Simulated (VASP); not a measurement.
Set up this calculation in VASP 6.6.1, as the native input.

- Task: single point
- Functional: PBEsol
- Potentials or basis: VASP PAW PBE potentials, release 64 (Rb_sv)
- Cutoff: 520 eV
- k mesh: 7 × 7 × 7
- Occupations: fermi-dirac, width 0.05 eV
- Spin: no spin polarisation
- Dipole correction: no
- Further INCAR settings: ALGO = Normal; EDIFF = 1e-06; NBANDS = 10

The structure of Rb lies in POSCAR:

```
Rb
1.0
   -2.1111639124      2.1111639124      2.1111639124
    2.1111639124     -2.1111639124      2.1111639124
    2.1111639124      2.1111639124     -2.1111639124
Rb
1
Direct
    0.0000000000      0.0000000000      0.0000000000
```

One way to write it, as run:

INCAR

```
PREC = Accurate
ENCUT = 520
EDIFF = 1E-6
ISMEAR = -1
SIGMA = 0.05
LREAL = F
LASPH = T
NELM = 80
ALGO = Normal
ISIF = 2
LWAVE = F
LCHARG = F
GGA = PS
NBANDS = 10
```

KPOINTS

```
Automatic mesh
0
Gamma
  7 7 7
```

Potentials or basis: VASP PAW PBE potentials, release 64 (Rb_sv).

Command:

```console
$ cat potpaw_PBE.64/Rb_sv/POTCAR > POTCAR
$ mpirun -np 1 vasp_std > vasp.out
```

It gave:

* Pressure: 10.1 GPa
* Band gap on the k mesh: zero (an odd number of electrons rules out a gap without spin polarisation)

Caveat: the cell stands under pressure; the PAW data sets were made with another functional, which shifts forces and pressure a little.

It took 10 s on 1 thread of Intel Xeon 8259CL, on a shared host, peak memory 0.15 GiB.
